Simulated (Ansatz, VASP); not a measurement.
**Co: VASP beside Ansatz**

INCAR

```
SYSTEM = Co
PREC     = Accurate       ! precision mode
ENCUT    = 520            ! plane-wave cutoff, eV
EDIFF    = 1E-7           ! SCF threshold, eV
ISMEAR   = -1             ! smearing method
SIGMA    = 0.1            ! smearing width, eV
LREAL    = .False.        ! projectors in reciprocal space
LASPH    = .True.         ! aspherical terms in the spheres
NELM     = 150            ! most SCF steps
ALGO     = Normal         ! electronic algorithm
ISIF     = 2              ! what is computed and relaxed
LWAVE    = .False.        ! write WAVECAR
LCHARG   = .False.        ! write CHGCAR
ISPIN    = 2              ! spin polarisation
MAGMOM   = 0 3            ! initial moments
LORBIT   = 11             ! projections on sites
LMAXMIX  = 4              ! l up to which the mixer works
GGA      = PE             ! functional
NBANDS   = 20             ! bands
```

KPOINTS

```
regular mesh
0
Gamma
  12 12 6
  0 0 0
```

The input POSCAR:

```
Co
1.0
    0.0000000000      1.8011500000      1.8011500000
    1.8011500000      0.0000000000      1.8011500000
    3.6023000000      3.6023000000      0.0000000000
Co
2
Direct
    0.0000000000      0.0000000000      0.0000000000
    0.0000000000      0.0000000000      0.5000000000
```

Input for Ansatz:

```yaml
crystal:
  lattice:
    - [0.0, 1.80115, 1.80115]
    - [1.80115, 0.0, 1.80115]
    - [3.6023, 3.6023, 0.0]
  atoms:
    - { symbol: Co, position: [0.0, 0.0, 0.0] }
    - { symbol: Co, position: [0.0, 0.0, 0.5], spin: 3.0 }
magnetization:
  spin_polarized: true
hamiltonian:
  xc: pbe
  pseudopotentials: { kind: paw }
basis:
  ecutwfc: 420
kpoints:
  mp_grid: { grid: [12, 12, 6] }
scf:
  occupations: { method: fermi_dirac, width: 0.1 }
  lower_state_search: "off"
output:
  forces: true
  stress: true
```

Alike in both runs: task single point; functional PBE; k mesh 12 × 12 × 6; occupations fermi-dirac, width 0.1 eV; collinear spin.

|  | VASP | Ansatz |
| --- | --- | --- |
| version | VASP 6.6.1 | Ansatz 0.2.0 |
| potentials or method | VASP PAW PBE potentials, release 64 (Co), cutoff 520 eV | PAW, plane waves, scalar-relativistic |
| valence electrons in the cell | 18 | 34 |

|  | VASP | Ansatz | Ansatz less VASP |
| --- | --- | --- | --- |
| pressure (GPa) | -12.0 | -11.7 | +0.33 |
| net moment per atom (μB) | 1.71 | 1.72 | +0.009 |
| size of the moment on the site where the two differ most (μB) | 1.74 | 1.79 | +0.053 |

Site moments also hang on the region over which each program counts them. VASP's potentials hold 18 valence electrons a cell and Ansatz's 34, so a difference there can come from the potentials and not from the codes.
